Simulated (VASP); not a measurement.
## HgTe: single point with LDA

HgTe:

```
Hg Te
1.0
     0.00000    3.19618    3.19618
     3.19618    0.00000    3.19618
     3.19618    3.19618    0.00000
Hg Te
1 1
Direct
  0.00000 0.00000 0.00000
  0.75000 0.75000 0.75000
```

```json
{"Program": "VASP 6.6.1", "Task": "single point", "Functional": "LDA", "Potentials or basis": "VASP PAW LDA potentials, release 64 (Hg, Te)", "Cutoff": "500 eV", "k mesh": "12 × 12 × 12", "Occupations": "fermi-dirac, width 0.15 eV", "Spin": "no spin polarisation", "Dipole correction": "no", "Further INCAR settings": "ALGO = Normal; EDIFF = 1e-06; NBANDS = 16"}
```

- Pressure: 1.3 GPa
- Band gap on the k mesh: zero (filled and empty bands touch)

Levels at points of the mesh, in eV from the Fermi level:
| k point | band 7 | band 8 | band 9 | band 10 | band 11 | band 12 |
| --- | --- | --- | --- | --- | --- | --- |
| (0.00, 0.00, 0.00) | -1.03 | -0.24 | -0.24 | -0.24 | 3.86 | 3.86 |
| (0.50, 0.00, 0.00) | -6.01 | -1.31 | -1.31 | 0.36 | 4.68 | 4.68 |
| (0.50, 0.50, 0.00) | -5.90 | -2.68 | -2.68 | 1.56 | 2.00 | 7.91 |

It took 91 s on 1 thread of Intel(R) Xeon(R) 6975P-C (Granite Rapids) (shared host), peak memory 0.21 GiB.

Caveat: semilocal functionals underestimate gaps, and a narrow one can read as zero; spin-orbit coupling is left out, which moves the levels of the heavy elements.
